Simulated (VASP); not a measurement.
Set up this calculation in VASP 6.6.1, as the native input.

```yaml
Task: single point
Functional: r2SCAN
Potentials_or_basis: VASP PAW PBE potentials, release 64 (Cu)
Cutoff: 520 eV
k_mesh: 24 × 24 × 24
Occupations: gaussian, width 0.15 eV
Spin: no spin polarisation
Dipole_correction: no
Further_INCAR_settings: ALGO = Normal; EDIFF = 1e-06; NBANDS = 12
```

The system is Cu.

```
Cu
1.0
    -1.44279    1.37065    1.37608
     1.44279   -1.37065    1.37608
     1.44279    1.37065   -1.37608
Cu
1
Direct
  0.00000 0.00000 0.00000
```

This cell differs from its parent crystal: strain -0.0500 x Voigt [0, 1, 0, 0, 0, 0].

The input as run:

POSCAR

```
Cu
1.0
   -1.4427933200      1.3706536540      1.3760814500
    1.4427933200     -1.3706536540      1.3760814500
    1.4427933200      1.3706536540     -1.3760814500
Cu
1
Direct
    0.0000000000      0.0000000000      0.0000000000
```

INCAR.step1

```
ALGO     = Normal         # electronic algorithm
EDIFF    = 1E-4           # SCF threshold, eV
ENCUT    = 520            # plane-wave cutoff, eV
GGA      = PE             # functional
ISMEAR   = 0              # smearing method
LASPH    = True           # aspherical terms in the spheres
LCHARG   = False          # write CHGCAR
LREAL    = False          # projectors in reciprocal space
LWAVE    = True           # write WAVECAR
NBANDS   = 12             # bands
NELM     = 100            # most SCF steps
PREC     = Accurate       # precision mode
SIGMA    = 0.15           # smearing width, eV
```

INCAR.step2

```
ALGO     = Normal         # electronic algorithm
EDIFF    = 1E-6           # SCF threshold, eV
ENCUT    = 520            # plane-wave cutoff, eV
ISIF     = 2              # what is computed and relaxed
ISMEAR   = 0              # smearing method
ISTART   = 1            
LASPH    = True           # aspherical terms in the spheres
LCHARG   = False          # write CHGCAR
LMIXTAU  = True         
LREAL    = False          # projectors in reciprocal space
LWAVE    = False          # write WAVECAR
METAGGA  = R2SCAN         # meta-GGA
NBANDS   = 12             # bands
NELM     = 100            # most SCF steps
PREC     = Accurate       # precision mode
SIGMA    = 0.15           # smearing width, eV
```

KPOINTS

```
k-points
0
Gamma
  24 24 24
```

Potentials or basis: VASP PAW PBE potentials, release 64 (Cu).

The run is started by

```bash
$ cat potpaw_PBE.64/Cu/POTCAR > POTCAR
$ cp INCAR.step1 INCAR
$ mpirun -np 1 vasp_std > vasp.out
$ cp INCAR.step2 INCAR
$ mpirun -np 1 vasp_std > vasp.out
```

It gave:

The pressure is 10.4 GPa and the band gap on the k mesh is zero (an odd number of electrons rules out a gap without spin polarisation).

Caveat: the cell differs from its parent crystal (strain -0.0500 x Voigt [0, 1, 0, 0, 0, 0]); the cell stands under pressure; the PAW data sets were made with another functional, which shifts forces and pressure a little.

Wall time 11 min on 1 thread of Intel(R) Xeon(R) Platinum 8488C (Sapphire Rapids) (shared host), peak memory 0.35 GiB.
